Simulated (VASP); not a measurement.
# V (P6/mmm) in VASP: a series of runs

The runs below take V through single point, with LDA.

Program: VASP 6.6.1. These are calculated values, not measurements. Logs are shortened: lines on timing, memory, paths and dates and some standing lists are left out, and cuts for length are marked.

### Step 1. The cell of the first run

The structure is hexagonal, space group P6/mmm (No. 191). Conventional cell: a = 4.424 Å, b = 4.424 Å, c = 2.343 Å, α = 90.00°, β = 90.00°, γ = 120.00°. Within 3.1 Å of V (site symmetry 6/mmm) lie 14 V at 2.34 to 2.81 Å. Within 3.1 Å of V (site symmetry -6m2) lie 11 V at 2.34 to 2.81 Å.

This isn't the form of V at room conditions, which is bcc.

### Step 2. Single point, LDA (13.24 Å³/atom)

The input, INCAR:

```
SYSTEM = V
ALGO = Normal ; EDIFF = 1E-6
ENCUT = 520 ; ISIF = 2
ISMEAR = -1 ; LASPH = .TRUE.
LCHARG = .FALSE. ; LREAL = .FALSE.
LWAVE = .FALSE. ; NBANDS = 26
NELM = 100 ; PREC = Accurate
SIGMA = 0.1
```

The input, KPOINTS:

```
k-points
0
G
  9 9 15
  0 0 0
```

The input, POSCAR:

```
V
1.0
    4.4242282857      0.0000000000      0.0000000000
   -2.2121141428      3.8314940875      0.0000000000
    0.0000000000      0.0000000000      2.3425256560
V
3
Direct
    0.0000000000      1.0000000000      0.0000000000
    0.3333333333      0.6666666667      0.5000000000
    0.6666666667      0.3333333333      0.5000000000
```

Potentials or basis: VASP PAW LDA potentials, release 64 (V_sv).

Launch:

```bash
$ cat potpaw_LDA.64/V_sv/POTCAR > POTCAR
$ mpirun -np 1 vasp_std > vasp.out
```

OUTCAR:

```text
SYSTEM = V
   EDIFF = 1E-6
   ENCUT = 520
   ISIF = 2
   ISMEAR = -1
   LASPH = .TRUE.
   LREAL = .FALSE.
   NELM = 100
   PREC = Accurate

 ion  position               nearest neighbor table
   1  0.000  0.000  0.000-   2 2.81   3 2.81   2 2.81   3 2.81   2 2.81   2 2.81   3 2.81   3 2.81
                             3 2.81   3 2.81   2 2.81   2 2.81
   2  0.333  0.667  0.500-   3 2.55   3 2.55   3 2.55   1 2.81   1 2.81   1 2.81   1 2.81   1 2.81
                             1 2.81
   3  0.667  0.333  0.500-   2 2.55   2 2.55   2 2.55   1 2.81   1 2.81   1 2.81   1 2.81   1 2.81
                             1 2.81

  LATTYP: Found a hexagonal cell.
 ALAT       =     4.4242282857
 C/A-ratio  =     0.5294766691

  Lattice vectors:

 A1 = (   4.4242282857,   0.0000000000,   0.0000000000)
 A2 = (  -2.2121141428,   3.8314940875,   0.0000000000)
 A3 = (   0.0000000000,   0.0000000000,   2.3425256560)

Analysis of symmetry for initial positions (statically):
=====================================================================
 Subroutine PRICEL returns:
 Original cell was already a primitive cell.

 Routine SETGRP: Setting up the symmetry group for a
 hexagonal supercell.

 Subroutine GETGRP returns: Found 24 space group operations
 (whereof 24 operations were pure point group operations)
 out of a pool of 24 trial point group operations.

The static configuration has the point symmetry D_6h.

Analysis of symmetry for dynamics (positions and initial velocities):
=====================================================================
 Subroutine PRICEL returns:
 Original cell was already a primitive cell.

 Routine SETGRP: Setting up the symmetry group for a
 hexagonal supercell.

 Subroutine GETGRP returns: Found 24 space group operations
 (whereof 24 operations were pure point group operations)
 out of a pool of 24 trial point group operations.

The dynamic configuration has the point symmetry D_6h.

 Subroutine INISYM returns: Found 24 space group operations
 (whereof 24 operations are pure point group operations),
 and found     1 'primitive' translations

----------------------------------------------------------------------------------------

                                     Primitive cell

  volume of cell :      39.7091

  direct lattice vectors                    reciprocal lattice vectors
     4.424228286  0.000000000  0.000000000     0.226028120  0.130497396  0.000000000
    -2.212114143  3.831494087  0.000000000     0.000000000  0.260994791  0.000000000
     0.000000000  0.000000000  2.342525656     0.000000000  0.000000000  0.426889668

  length of vectors
     4.424228286  4.424228286  2.342525656     0.260994791  0.260994791  0.426889668

  position of ions in fractional coordinates (direct lattice)
     0.000000000  0.000000000  0.000000000
     0.333333333  0.666666667  0.500000000
     0.666666667  0.333333333  0.500000000

  ion indices of the primitive-cell ions
   primitive index   ion index
                 1           1
                 2           2
                 3           3

----------------------------------------------------------------------------------------

 KPOINTS: k-points

Automatic generation of k-mesh.
 Grid dimensions read from file:
 generate k-points for:    9    9   15

 Generating k-lattice:

  Cartesian coordinates                     Fractional coordinates (reciprocal lattice)
     0.025114236  0.014499711  0.000000000     0.111111111 -0.000000000  0.000000000
     0.000000000  0.028999421  0.000000000     0.000000000  0.111111111  0.000000000
     0.000000000  0.000000000  0.028459311     0.000000000  0.000000000  0.066666667

  Length of vectors
     0.028999421  0.028999421  0.028459311

  Shift w.r.t. Gamma in fractional coordinates (k-lattice)
     0.000000000  0.000000000  0.000000000

 Subroutine IBZKPT returns following result:
 ===========================================

 Found     96 irreducible k-points:

 Following reciprocal coordinates:
            Coordinates               Weight
  0.000000  0.000000  0.000000      1.000000
  0.111111  0.000000  0.000000      6.000000
  0.222222 -0.000000  0.000000      6.000000
  0.333333 -0.000000  0.000000      6.000000
  0.444444 -0.000000  0.000000      6.000000
  0.111111  0.111111  0.000000      6.000000
[... 16 lines left out ...]
  0.333333  0.222222  0.066667     24.000000
  0.333333  0.333333  0.066667      4.000000
 [... further k-points ...]
   k-points           NKPTS =     96   k-points in BZ     NKDIM =     96   number of bands    NBANDS=     26
   number of dos      NEDOS =    301   number of ions     NIONS =      3
   total plane-waves  NPLWV =  23328
   dimension x,y,z NGX =    36 NGY =   36 NGZ =   18
   dimension x,y,z NGXF=    72 NGYF=   72 NGZF=   36
   ions per type =               3
   NGX,Y,Z   is equivalent  to a cutoff of  13.53, 13.53, 12.77 a.u.
   NGXF,Y,Z  is equivalent  to a cutoff of  27.05, 27.05, 25.55 a.u.
 SYSTEM =  V
   PREC   = accura    normal or accurate (medium, high low for compatibility)
   ISTART =      0    job   : 0-new  1-cont  2-samecut
   ICHARG =      2    charge: 1-file 2-atom 10-const
   ISPIN  =      1    spin polarized calculation?
   LNONCOLLINEAR =      F non collinear calculations
   LSORBIT =      F    spin-orbit coupling
   LASPH  =      T    aspherical Exc in radial PAW
   ENCUT  =  520.0 eV  38.22 Ry    6.18 a.u.   8.23  8.23  4.36*2*pi/ulx,y,z
   NELM   =    100;   NELMIN=  2; NELMDL= -5     # of ELM steps
   EDIFF  = 0.1E-05   stopping-criterion for ELM
   LREAL  =      F    real-space projection
   EDIFFG = 0.1E-04   stopping-criterion for IOM
   NSW    =      0    number of steps for IOM
   IBRION =     -1    ionic relax: 0-MD 1-quasi-New 2-CG
   NFREE  =      0    steps in history (QN), initial steepest desc. (CG)
   ISIF   =      2    stress and relaxation
   ISYM   =      2    0-nonsym 1-usesym 2-fastsym
   POTIM  = 0.5000    time-step for ionic-motion
   TEBEG  =    0.0;   TEEND  =   0.0 temperature during run
   PSTRESS=    0.0 pullay stress
   NELECT =      39.0000    total number of electrons
   NUPDOWN=      -1.0000    fix difference up-down
   EMIN   =  10.00;   EMAX   =-10.00  energy-range for DOS
   EFERMI =   0.00;   METHOD = LEGACY
   ISMEAR =    -1;   SIGMA  =   0.10  broadening in eV -4-tet -1-fermi 0-gaus
   EFERMI_NEDOS =   21; number of points for ismear=-14 and -15
   IALGO  =     38    algorithm
   IMIX   =      4    mixing-type and parameters
     AMIX     =   0.40;   BMIX     =  1.00
     AMIX_MAG =   1.60;   BMIX_MAG =  1.00
  volume/ion in A,a.u.               =      13.24        89.32
  Fermi-wavevector in a.u.,A,eV,Ry     =   1.627295  3.075142 36.029449  2.648090
  Thomas-Fermi vector in A             =   2.720114
   LORBIT       =      0    0 simple, 1 ext, 2 COOP (PROOUT), +10 PAW based schemes
   GGA     = CA    functional components
   LHFCALC =     F    Hartree Fock is set to
   AEXX    =    0.0000 exact exchange contribution
   IVDW    =     0    specifies the selected vdW correction
   LEPSILON=     F    determine dielectric tensor
   LRPA    =     F    only Hartree local field effects (RPA)
 non-spin polarized calculation
  energy-cutoff  :      520.00
  volume of cell :       39.71
 maximum number of plane-waves:      1089
 NGX is ok and might be reduce to    36
   NGX = 17   NGY = 17   NGZ =  9

 number of electron      39.0000007 magnetization

 Free energy of the ion-electron system (eV)
  ---------------------------------------------------
  ext. energy  EPLUGINS =         0.00000000
  ---------------------------------------------------
  free energy    TOTEN  =       -29.46461317 eV

  energy without entropy =      -29.34720829  energy(sigma->0) =      -29.40591073

 E-fermi :   9.8889     XC(G=0): -13.3008

 val. band max:        9.8866708362   @ k =   0.2222   0.2222   0.2000
 cond. band min:       9.8904906511   @ k =   0.3333   0.1111   0.3333
 fundamental gap:      0.0038198149
 Fermi energy:         9.8888634953

 k-point     1 :       0.0000    0.0000    0.0000
  band No.  band energies     occupation
      1     -53.2867      2.00000
      2     -53.1253      2.00000
      3     -53.0674      2.00000
      4     -27.6820      2.00000
      5     -27.6820      2.00000
      6     -27.5724      2.00000
[... 18 lines left out ...]
     25      12.3708      0.00000
     26      12.3708      0.00000

 k-point     2 :       0.1111    0.0000    0.0000
  band No.  band energies     occupation
      1     -53.2801      2.00000
      2     -53.1277      2.00000
      3     -53.0718      2.00000
      4     -27.7331      2.00000
      5     -27.7162      2.00000
      6     -27.5145      2.00000
[... 18 lines left out ...]
     25      12.5980      0.00000
     26      12.6212      0.00000

 k-point     3 :       0.2222   -0.0000    0.0000
  band No.  band energies     occupation
      1     -53.2611      2.00000
      2     -53.1347      2.00000
      3     -53.0842      2.00000
      4     -27.8030      2.00000
      5     -27.7325      2.00000
      6     -27.4243      2.00000
[... 18 lines left out ...]
     25      12.8277      0.00000
     26      12.8946      0.00000

 k-point     4 :       0.3333   -0.0000    0.0000
  band No.  band energies     occupation
      1     -53.2331      2.00000
      2     -53.1471      2.00000
      3     -53.1003      2.00000
      4     -27.8560      2.00000
      5     -27.6946      2.00000
      6     -27.3434      2.00000
[... 18 lines left out ...]
     25      13.0021      0.00000
     26      13.0477      0.00000
[... 496 lines left out ...]
      1     -53.2068      2.00000
      2     -53.1389      2.00000
      3     -53.1024      2.00000
      4     -27.7896      2.00000
      5     -27.7330      2.00000
      6     -27.4009      2.00000
[... 18 lines left out ...]
     25      12.5791      0.00000
     26      13.0423      0.00000

 k-point    23 :       0.3333    0.2222    0.0667
  band No.  band energies     occupation
      1     -53.1802      2.00000
      2     -53.1497      2.00000
      3     -53.1185      2.00000
      4     -27.7904      2.00000
      5     -27.6648      2.00000
      6     -27.5307      2.00000
[... 18 lines left out ...]
     25      12.2876      0.00000
     26      12.7222      0.00000

 k-point    24 :       0.3333    0.3333    0.0667
  band No.  band energies     occupation
      1     -53.1695      2.00000
      2     -53.1395      2.00000
      3     -53.1395      2.00000
      4     -27.7418      2.00000
      5     -27.6357      2.00000
      6     -27.6357      2.00000
[... 18 lines left out ...]
     25      12.3801      0.00000
     26      12.3801      0.00000

 [... further k-points ...]

------------------------ aborting loop because EDIFF is reached ----------------------------------------

  FORCE on cell =-STRESS in cart. coord.  units (eV):
  Direction    XX          YY          ZZ          XY          YZ          ZX
  --------------------------------------------------------------------------------------
  -------------------------------------------------------------------------------------
  Total       -1.7621369     -1.7621369     -1.6676288     -0.0000000      0.0000000     -0.0000000
  in kB      -71.0984572    -71.0984572    -67.2852584     -0.0000000      0.0000000     -0.0000000
  external PRESSURE =     -69.8273909 kB  Pullay stress =       0.0000000 kB

 VOLUME and BASIS-vectors are now :
 -----------------------------------------------------------------------------
  energy-cutoff  :      520.00
  volume of cell :       39.71
      direct lattice vectors                 reciprocal lattice vectors
     4.424228286  0.000000000  0.000000000     0.226028120  0.130497396  0.000000000
    -2.212114143  3.831494087  0.000000000     0.000000000  0.260994791  0.000000000
     0.000000000  0.000000000  2.342525656     0.000000000  0.000000000  0.426889668

 POSITION                                       TOTAL-FORCE (eV/Angst)
 -----------------------------------------------------------------------------------
      0.00000      0.00000      0.00000         0.000000     -0.000000      0.000000
     -0.00000      2.55433      1.17126         0.000000     -0.000000     -0.000000
      2.21211      1.27716      1.17126        -0.000000      0.000000      0.000000
 -----------------------------------------------------------------------------------
    total drift:                                0.000000      0.000000     -0.000000

  FREE ENERGIE OF THE ION-ELECTRON SYSTEM (eV)
  ---------------------------------------------------
  free  energy   TOTEN  =       -29.4646131704 eV

  energy  without entropy=      -29.3472082943  energy(sigma->0) =      -29.40591073
```

It took 2.1 min on 1 thread of Intel Xeon 8259CL, shared host; peak memory 0.19 GiB.

Results:

- Free energy: -29.4646 eV
- Pressure: -7.0 GPa
- Band gap on the k mesh: zero (an odd number of electrons rules out a gap without spin polarisation)

Caveat: the cell stands under tension.

### Step 3. Single point, LDA (13.75 Å³/atom)

This run uses another cell than the first one, of 13.75 Å³/atom.

The input, INCAR:

```
PREC = Accurate
ENCUT = 520
EDIFF = 1E-6
ISMEAR = -1
SIGMA = 0.1
LREAL = F
LASPH = T
NELM = 100
ALGO = Normal
ISIF = 2
LWAVE = F
LCHARG = F
GGA = CA
NBANDS = 26
```

The input, KPOINTS:

```
Automatic mesh
0
Gamma
  9 9 15
```

The input, POSCAR:

```
V
1.0
    4.4802371212      0.0000000000      0.0000000000
   -2.2401185606      3.8799991619      0.0000000000
    0.0000000000      0.0000000000      2.3721810276
V
3
Direct
    0.0000000000      1.0000000000      0.0000000000
    0.3333333333      0.6666666667      0.5000000000
    0.6666666667      0.3333333333      0.5000000000
```

Potentials or basis: VASP PAW LDA potentials, release 64 (V_sv).

Launch:

```bash
$ cat potpaw_LDA.64/V_sv/POTCAR > POTCAR
$ mpirun -np 1 vasp_std > vasp.out
```

Wall time 2.1 min (1 thread of Intel Xeon 8259CL, shared host); peak memory 0.2 GiB.

It converged, with:

```yaml
Free_energy: -29.3686 eV
Pressure: -13.1 GPa
Band_gap_on_the_k_mesh: zero (an odd number of electrons rules out a gap without spin polarisation)
```

Levels at points of the mesh, in eV from the Fermi level:
| k point | band 16 | band 17 | band 18 | band 19 | band 20 | band 21 | band 22 | band 23 | band 24 | band 25 |
| --- | --- | --- | --- | --- | --- | --- | --- | --- | --- | --- |
| (0.00, 0.00, 0.00) | -1.37 | -1.37 | -1.33 | -1.33 | -0.93 | 0.46 | 0.46 | 2.37 | 2.37 | 2.37 |

Caveat: the cell stands under tension.

### Step 4. Single point, LDA (14.25 Å³/atom)

This run uses another cell than the first one, of 14.25 Å³/atom.

The input, INCAR:

```
SYSTEM = V
PREC     = Accurate       ! precision mode
ENCUT    = 520            ! plane-wave cutoff, eV
EDIFF    = 1E-7           ! SCF threshold, eV
ISMEAR   = -1             ! smearing method
SIGMA    = 0.1            ! smearing width, eV
LREAL    = .False.        ! projectors in reciprocal space
LASPH    = .True.         ! aspherical terms in the spheres
NELM     = 80             ! most SCF steps
ALGO     = Normal         ! electronic algorithm
ISIF     = 2              ! what is computed and relaxed
LWAVE    = .False.        ! write WAVECAR
LCHARG   = .False.        ! write CHGCAR
NBANDS   = 26             ! bands
```

The input, KPOINTS:

```
Automatic mesh
0
Gamma
  9 9 15
  0 0 0
```

The input, POSCAR:

```
V
1.0
    4.5348795445      0.0000000000      0.0000000000
   -2.2674397723      3.9273208886      0.0000000000
    0.0000000000      0.0000000000      2.4011129159
V
3
Direct
    0.0000000000      1.0000000000      0.0000000000
    0.3333333333      0.6666666667      0.5000000000
    0.6666666667      0.3333333333      0.5000000000
```

Launch:

```bash
$ cat potpaw_LDA.64/V_sv/POTCAR > POTCAR
$ mpirun -np 1 vasp_std > vasp.out
```

Run time: 2.5 min. Hardware: 1 thread of Intel Xeon 8259CL, shared host; peak memory 0.2 GiB.

It converged, with:

| Item | Value |
| --- | --- |
| Free energy | -29.2196 eV |
| Pressure | -18.1 GPa |
| Band gap on the k mesh | zero (an odd number of electrons rules out a gap without spin polarisation) |

Stress tensor (GPa, compression positive):
```
-18.00   0.00   0.00
  0.00 -18.00   0.00
  0.00   0.00 -18.39
```

Levels at points of the mesh, in eV from the Fermi level:
| k point | band 16 | band 17 | band 18 | band 19 | band 20 | band 21 | band 22 | band 23 | band 24 | band 25 |
| --- | --- | --- | --- | --- | --- | --- | --- | --- | --- | --- |
| (0.00, 0.00, 0.00) | -1.33 | -1.33 | -1.29 | -1.29 | -0.88 | 0.45 | 0.45 | 2.27 | 2.27 | 2.27 |

Caveat: the cell stands under tension.

### Step 5. Single point, LDA

This run uses another cell than the first one, of 12.73 Å³/atom.

The input, INCAR:

```
SYSTEM = V
PREC = Accurate ; ENCUT = 520
EDIFF = 1E-7 ; ISMEAR = -1
SIGMA = 0.1 ; LREAL = .False.
LASPH = .True. ; NELM = 60
ALGO = Normal ; ISIF = 2
LWAVE = .False. ; LCHARG = .False.
GGA = CA ; NBANDS = 26
```

The input, KPOINTS:

```
Automatic mesh
0
Gamma
  11 11 18
  0 0 0
```

The input, POSCAR:

```
V
1.0
    4.3667642712      0.0000000000      0.0000000000
   -2.1833821356      3.7817287912      0.0000000000
    0.0000000000      0.0000000000      2.3120998010
V
3
Direct
    0.0000000000      1.0000000000      0.0000000000
    0.3333333333      0.6666666667      0.5000000000
    0.6666666667      0.3333333333      0.5000000000
```

Launch:

```bash
$ cat potpaw_LDA.64/V_sv/POTCAR > POTCAR
$ mpirun -np 1 vasp_std > vasp.out
```

Run time: 2.5 min. Hardware: 1 thread of Intel Xeon 8259CL, shared host; peak memory 0.23 GiB.

Results (log left out):

```
Free energy            : -29.4954 eV
Pressure               : 0.6 GPa
Band gap on the k mesh : zero (an odd number of electrons rules out a gap without spin polarisation)
```

Stress tensor (GPa, compression positive):
```
0.43 0.00 0.00
0.00 0.43 0.00
0.00 0.00 0.89
```

Levels at points of the mesh, in eV from the Fermi level:
```tsv
k point	band 16	band 17	band 18	band 19	band 20	band 21	band 22	band 23
(0.00, 0.00, 0.00)	-1.44	-1.44	-1.41	-1.41	-1.01	0.49	0.49	2.61
(0.00, 0.00, 0.50)	-2.56	-1.58	-0.72	-0.18	-0.18	0.99	0.99	2.66
```

### Step 6. Overview

```tsv
cell	k mesh	gap on the mesh (eV)	pressure (GPa)
a = 4.424, b = 4.424, c = 2.343 Å, angles 90.0, 90.0, 120.0°, 3 atoms	9 × 9 × 15	none	-7.0
a = 4.480, b = 4.480, c = 2.372 Å, angles 90.0, 90.0, 120.0°, 3 atoms	9 × 9 × 15	none	-13.1
a = 4.535, b = 4.535, c = 2.401 Å, angles 90.0, 90.0, 120.0°, 3 atoms	9 × 9 × 15	none	-18.1
a = 4.367, b = 4.367, c = 2.312 Å, angles 90.0, 90.0, 120.0°, 3 atoms	11 × 11 × 18	none	0.6
```

Alike in all rows: task single point; level LDA; potentials or basis VASP PAW LDA potentials, release 64 (V_sv); no spin polarisation; cutoff (eV) 520; smearing fermi-dirac 0.1 eV.

Caveats: the cell stands under tension (at least some runs).

Total energies depend on the potentials used, so only differences within one code and one set of settings carry meaning.
